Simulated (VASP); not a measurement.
# Cd (P6_3/mmc) in VASP: further runs

The runs below take Cd through single point, relaxation of cell and atoms, with PBE+D3(BJ).

Everything below comes from runs of VASP 6.6.1. Logs are shortened: lines on timing, memory, paths and dates and some standing lists are left out, and cuts for length are marked.

### 1 The cell of the first run

It takes space group P6_3/mmc (No. 194, hexagonal). The conventional cell has a = 2.999 Å, b = 2.999 Å, c = 5.468 Å, α = 90.00°, β = 90.00°, γ = 120.00°. Within 3.9 Å of Cd (site symmetry -6m2) lie 12 Cd at 3.00 to 3.24 Å.

### 2 Single point, PBE+D3(BJ)

INCAR reads:

```
SYSTEM = Cd
PREC = Accurate
ENCUT = 520
EDIFF = 1E-7
ISMEAR = 0
SIGMA = 0.1
LREAL = .False.
LASPH = .True.
NELM = 80
ALGO = Fast
ISIF = 2
LWAVE = .False.
LCHARG = .False.
GGA = PE
IVDW = 12
NBANDS = 19
```

KPOINTS reads:

```
Automatic mesh
0
Gamma
  18 18 8
  0 0 0
```

POSCAR reads:

```
Cd
1.0
    2.9988626822      0.0000000000      0.0000000000
   -1.4994313411      2.5970912653      0.0000000000
    0.0000000000      0.0000000000      5.4675222166
Cd
2
Direct
    0.3333333333      0.6666666667      0.2500000000
    0.6666666667      0.3333333333      0.7500000000
```

Potentials or basis: VASP PAW PBE potentials, release 64 (Cd).

Command:

```console
$ cat potpaw_PBE.64/Cd/POTCAR > POTCAR
$ mpirun -np 1 vasp_std > vasp.out
```

OUTCAR:

```text
SYSTEM = Cd
   PREC = Accurate
   ENCUT = 520
   EDIFF = 1E-7
   ISMEAR = 0
   LREAL = .False.
   LASPH = .True.
   NELM = 80
   ISIF = 2
   GGA = PE
   IVDW = 12
 IVDW          = 12

 ion  position               nearest neighbor table
   1  0.333  0.667  0.250-   2 3.24   2 3.24   2 3.24   2 3.24   2 3.24   2 3.24
   2  0.667  0.333  0.750-   1 3.24   1 3.24   1 3.24   1 3.24   1 3.24   1 3.24

  LATTYP: Found a hexagonal cell.
 ALAT       =     2.9988626822
 C/A-ratio  =     1.8231985909

  Lattice vectors:

 A1 = (   2.9988626822,   0.0000000000,   0.0000000000)
 A2 = (  -1.4994313411,   2.5970912653,   0.0000000000)
 A3 = (   0.0000000000,   0.0000000000,   5.4675222166)

Analysis of symmetry for initial positions (statically):
=====================================================================
 Subroutine PRICEL returns:
 Original cell was already a primitive cell.

 Routine SETGRP: Setting up the symmetry group for a
 hexagonal supercell.

 Subroutine GETGRP returns: Found 24 space group operations
 (whereof 12 operations were pure point group operations)
 out of a pool of 24 trial point group operations.

The static configuration has the point symmetry D_3d.
 The point group associated with its full space group is D_6h.

Analysis of symmetry for dynamics (positions and initial velocities):
=====================================================================
 Subroutine PRICEL returns:
 Original cell was already a primitive cell.

 Routine SETGRP: Setting up the symmetry group for a
 hexagonal supercell.

 Subroutine GETGRP returns: Found 24 space group operations
 (whereof 12 operations were pure point group operations)
 out of a pool of 24 trial point group operations.

The dynamic configuration has the point symmetry D_3d.
 The point group associated with its full space group is D_6h.

 Subroutine INISYM returns: Found 24 space group operations
 (whereof 12 operations are pure point group operations),
 and found     1 'primitive' translations

----------------------------------------------------------------------------------------

                                     Primitive cell

  volume of cell :      42.5828

  direct lattice vectors                    reciprocal lattice vectors
     2.998862682  0.000000000  0.000000000     0.333459750  0.192523076  0.000000000
    -1.499431341  2.597091265  0.000000000     0.000000000  0.385046153  0.000000000
     0.000000000  0.000000000  5.467522217     0.000000000  0.000000000  0.182898205

  length of vectors
[... 81 lines left out ...]
   NELM   =     80;   NELMIN=  2; NELMDL= -5     # of ELM steps
   EDIFF  = 0.1E-06   stopping-criterion for ELM
   LREAL  =      F    real-space projection
   EDIFFG = 0.1E-05   stopping-criterion for IOM
   NSW    =      0    number of steps for IOM
   IBRION =     -1    ionic relax: 0-MD 1-quasi-New 2-CG
   NFREE  =      0    steps in history (QN), initial steepest desc. (CG)
   ISIF   =      2    stress and relaxation
   ISYM   =      2    0-nonsym 1-usesym 2-fastsym
   POTIM  = 0.5000    time-step for ionic-motion
   TEBEG  =    0.0;   TEEND  =   0.0 temperature during run
   PSTRESS=    0.0 pullay stress
   NELECT =      24.0000    total number of electrons
   NUPDOWN=      -1.0000    fix difference up-down
   EMIN   =  10.00;   EMAX   =-10.00  energy-range for DOS
   EFERMI =   0.00;   METHOD = LEGACY
   ISMEAR =     0;   SIGMA  =   0.10  broadening in eV -4-tet -1-fermi 0-gaus
   EFERMI_NEDOS =   21; number of points for ismear=-14 and -15
   IALGO  =     68    algorithm
   IMIX   =      4    mixing-type and parameters
     AMIX     =   0.40;   BMIX     =  1.00
     AMIX_MAG =   1.60;   BMIX_MAG =  1.00
  volume/ion in A,a.u.               =      21.29       143.68
  Fermi-wavevector in a.u.,A,eV,Ry     =   1.352282  2.555442 24.880504  1.828665
  Thomas-Fermi vector in A             =   2.479633
   LORBIT       =      0    0 simple, 1 ext, 2 COOP (PROOUT), +10 PAW based schemes
   GGA     = PE    functional components
   LHFCALC =     F    Hartree Fock is set to
   AEXX    =    0.0000 exact exchange contribution
   IVDW    =    12    specifies the selected vdW correction
   LEPSILON=     F    determine dielectric tensor
   LRPA    =     F    only Hartree local field effects (RPA)
 non-spin polarized calculation
 RMM-DIIS sequential band-by-band and
 Gauss-broadening in eV      SIGMA  =   0.10
  energy-cutoff  :      520.00
  volume of cell :       42.58
 maximum number of plane-waves:      1170
 NGX is ok and might be reduce to    24
   NGX = 11   NGY = 11   NGZ = 21

 number of electron      23.9999990 magnetization

 Free energy of the ion-electron system (eV)
  ---------------------------------------------------
  ext. energy  EPLUGINS =         0.00000000
  ---------------------------------------------------
  free energy    TOTEN  =        -1.45997975 eV

  energy without entropy =       -1.45743759  energy(sigma->0) =       -1.45870867

 E-fermi :   3.2066     XC(G=0): -11.1132

 val. band max:        3.1872063250   @ k =   0.4444   0.0556   0.3750
 cond. band min:       3.2153723173   @ k =   0.3333   0.3333   0.2500
 fundamental gap:      0.0281659924
 Fermi energy:         3.2065649912

 k-point     1 :       0.0000    0.0000    0.0000
  band No.  band energies     occupation
      1      -6.8234      2.00000
      2      -6.4952      2.00000
      3      -6.1960      2.00000
      4      -6.1960      2.00000
      5      -6.1338      2.00000
      6      -6.1338      2.00000
[... 505 lines left out ...]
      6      -5.9012      2.00000
[... 11 lines left out ...]
     18      14.1326      0.00000
     19      14.8210      0.00000

 [... further k-points ...]

------------------------ aborting loop because EDIFF is reached ----------------------------------------

 Edisp (eV)   -0.89934

 E8    (eV) :    -0.3991

  FORCE on cell =-STRESS in cart. coord.  units (eV):
  Direction    XX          YY          ZZ          XY          YZ          ZX
  --------------------------------------------------------------------------------------
  -------------------------------------------------------------------------------------
  Total       0.10667     0.10667     0.06989    -0.00000     0.00000     0.00000
  in kB       4.01351     4.01351     2.62963    -0.00000     0.00000     0.00000
  external pressure =        3.55 kB  Pullay stress =        0.00 kB

 VOLUME and BASIS-vectors are now :
 -----------------------------------------------------------------------------
  energy-cutoff  :      520.00
  volume of cell :       42.58
      direct lattice vectors                 reciprocal lattice vectors
     2.998862682  0.000000000  0.000000000     0.333459750  0.192523076  0.000000000
    -1.499431341  2.597091265  0.000000000     0.000000000  0.385046153  0.000000000
     0.000000000  0.000000000  5.467522217     0.000000000  0.000000000  0.182898205

 POSITION                                       TOTAL-FORCE (eV/Angst)
 -----------------------------------------------------------------------------------
     -0.00000      1.73139      1.36688        -0.000000      0.000000     -0.000000
      1.49943      0.86570      4.10064         0.000000     -0.000000      0.000000
 -----------------------------------------------------------------------------------
    total drift:                               -0.000000      0.000000      0.000000

  FREE ENERGIE OF THE ION-ELECTRON SYSTEM (eV)
  ---------------------------------------------------
  free  energy   TOTEN  =        -2.3593243647 eV

  energy  without entropy=       -2.3567822070  energy(sigma->0) =       -2.35805329
```

Run time: 70 s. Hardware: 1 thread of Intel Xeon Platinum 8259CL at 2.50GHz (Skylake/Cascade Lake), shared host; peak memory 0.26 GiB.

What came out:

* Free energy: -2.3593 eV
* Pressure: 0.4 GPa
* Band gap on the k mesh: zero (bands 12 and 13 overlap by 3.96 eV)
* Dispersion energy per atom: -0.450 eV

Stress tensor (GPa, compression positive):
```
0.40 0.00 0.00
0.00 0.40 0.00
0.00 0.00 0.26
```

### 3 Relaxation of cell and atoms, PBE+D3(BJ)

This run uses another cell than the first one, of 22.31 Å³/atom.

INCAR reads:

```
ALGO = Fast
EDIFF = 1E-6
EDIFFG = -0.005
ENCUT = 600
GGA = PE
IBRION = 2
ISIF = 3
ISMEAR = 0
IVDW = 12
LASPH = T
LCHARG = F
LREAL = F
LWAVE = F
NELM = 100
NSW = 100
PREC = Accurate
SIGMA = 0.1
```

KPOINTS reads:

```
k-points
0
Gamma
  18 18 8
```

POSCAR reads:

```
Cd
1.0
    2.9584748202      0.0000000000      0.0000000000
   -1.4792374101      2.5621143508      0.0000000000
    0.0000000000      0.0000000000      5.8859279300
Cd
2
Direct
    0.3333333300      0.6666666700      0.2500000000
    0.6666666700      0.3333333300      0.7500000000
```

Potentials or basis: VASP PAW PBE potentials, release 64 (Cd).

Command:

```console
$ cat potpaw_PBE.64/Cd/POTCAR > POTCAR
$ mpirun -np 1 vasp_std > vasp.out
```

It took 9 min on 1 thread of Intel Xeon Platinum 8259CL at 2.50GHz (Skylake/Cascade Lake), shared host; peak memory 0.29 GiB.

It converged, with:

- Free energy: -2.3599 eV
- Relaxed volume: 21.38 Å³/atom
- Relaxed cell: a = 3.003 Å, b = 3.003 Å, c = 5.474 Å, α = 90.00°, β = 90.00°, γ = 120.00°
- Space group after relaxing (to 0.1 Å): P6_3/mmc (No. 194)
- Energy gained by relaxing: 10.9 meV/atom
- Ionic steps: 14
- Pressure after relaxing: 0.0 GPa
- Band gap on the k mesh: zero (bands 12 and 13 overlap by 3.95 eV)
- Dispersion energy per atom: -0.448 eV

Step by step:
```
step  energy change (eV)  largest force (eV/Å)  pressure (GPa)  volume (Å³)
   1              0.0000                0.0000           -1.01        44.62
   2             -0.0112                0.0000           -0.33        43.71
   3             -0.0161                0.0000            0.58        42.76
   4             -0.0162                0.0000            0.69        42.64
   5             -0.0194                0.0000           -0.09        43.02
   6             -0.0198                0.0000           -0.49        43.27
   7             -0.0214                0.0000           -0.21        42.97
   8             -0.0217                0.0000           -0.02        42.76
   9             -0.0217                0.0000           -0.13        42.81
  10             -0.0217                0.0000           -0.04        42.79
  11             -0.0217                0.0000           -0.08        42.80
  12             -0.0217                0.0000            0.09        42.73
  13             -0.0218                0.0000           -0.03        42.76
  14             -0.0218                0.0000           -0.01        42.76
```

Final structure:
```
Cd
1.0
     3.00337    0.00000    0.00000
    -1.50169    2.60100    0.00000
     0.00000    0.00000    5.47360
Cd
2
Direct
  0.33333 0.66667 0.25000
  0.66667 0.33333 0.75000
```

Levels at points of the mesh, in eV from the Fermi level:
| k point | band 10 | band 11 | band 12 | band 13 | band 14 | band 15 |
| --- | --- | --- | --- | --- | --- | --- |
| (0.00, 0.00, 0.00) | -8.62 | -8.62 | -3.09 | -2.77 | 11.42 | 14.07 |
| (0.50, 0.00, 0.00) | -8.37 | -2.60 | -2.13 | 2.06 | 2.92 | 3.25 |
| (0.00, 0.00, 0.50) | -8.74 | -7.51 | -7.51 | 4.18 | 4.18 | 14.40 |
| (0.50, 0.00, 0.50) | -8.38 | -1.73 | -1.73 | -0.13 | -0.13 | 8.40 |
